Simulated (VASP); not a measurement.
A run of VASP 6.6.1:

File INCAR:

```
SYSTEM = VRe3F
ALGO = Normal ; EDIFF = 1E-6
ENCUT = 600 ; GGA = PE
GGA_COMPAT = .False. ; ISIF = 2
ISMEAR = 0 ; LASPH = .True.
LCHARG = .False. ; LREAL = .False.
LWAVE = .False. ; NBANDS = 40
NELM = 120 ; PREC = Accurate
SIGMA = 0.1
```

File KPOINTS:

```
k-points
0
Gamma
  10 10 10
  0 0 0
```

Contents of POSCAR:

```
VRe3F
1.0
    4.1475613590      0.0000000000      0.0000000000
    0.0000000000      4.1475613590      0.0000000000
    0.0000000000      0.0000000000      4.1475613590
V Re F
1 3 1
Direct
    0.5000000000      0.5000000000      0.5000000000
    0.0000000000      0.5000000000      0.0000000000
    0.5000000000      0.0000000000      0.0000000000
    0.0000000000      0.0000000000      0.5000000000
    0.0000000000      0.0000000000      0.0000000000
```

Potentials or basis: VASP PAW PBE potentials, release 64 (V_sv, Re_sv_GW, F).

The run is started by

```console
$ cat potpaw_PBE.64/V_sv/POTCAR potpaw_PBE.64/Re_sv_GW/POTCAR potpaw_PBE.64/F/POTCAR > POTCAR
$ mpirun -np 1 vasp_std > vasp.out
```

Hardware: 1 thread of Intel(R) Xeon(R) 6975P-C (Granite Rapids) (shared host).

Problem. Estimate the wall time of this run.

Solution. It took 2.5 min on 1 thread of Intel(R) Xeon(R) 6975P-C (Granite Rapids) (shared host), peak memory 0.32 GiB. Counts: scf iterations 20, k points 56.
